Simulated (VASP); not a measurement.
Runs of VASP 6.6.1 on SnBi2O. The structure is that of space group P-3m1 (No. 164), or close to it. The cells are those of the table. 

```tsv
task	cell	k mesh	cutoff (eV)	gap on the mesh (eV)	pressure (GPa)	largest force (eV/Å)
relaxation of cell and atoms	relaxed from a = 4.131, b = 4.131, c = 6.694 Å, angles 90.0, 90.0, 120.0°, 4 atoms	6 × 6 × 4	600	none	-0.2	0.03
single point	a = 3.470, b = 3.470, c = 8.954 Å, angles 90.0, 90.0, 120.0°, 4 atoms	18 × 18 × 6	520	none	(a)	(b)
single point	a = 4.131, b = 4.131, c = 6.694 Å, angles 90.0, 90.0, 120.0°, 4 atoms	6 × 6 × 4	520	none	4.3	2.23
single point	a = 3.519, b = 3.519, c = 8.761 Å, angles 90.0, 90.0, 120.0°, 4 atoms	6 × 6 × 4	520	none	0.0	0.04
```

Alike in all rows: level PBE; potentials or basis VASP PAW PBE potentials, release 64 (Sn_d, Bi_d, O); no spin polarisation; smearing gaussian 0.1 eV.

**Question.** Fill in the values left out.

**Answer.** (a) -0.1; (b) 0.01.

Caveats: spin-orbit coupling is left out, which moves the levels of the heavy elements; forces of over 1 eV/Å act on the atoms, so gaps and moduli don't describe the material at rest (some runs).

A k mesh can miss the band edges, and the runs leave out spin-orbit coupling on Bi, Sn.

A gap of «none» marks levels without a gap at the run's occupations.
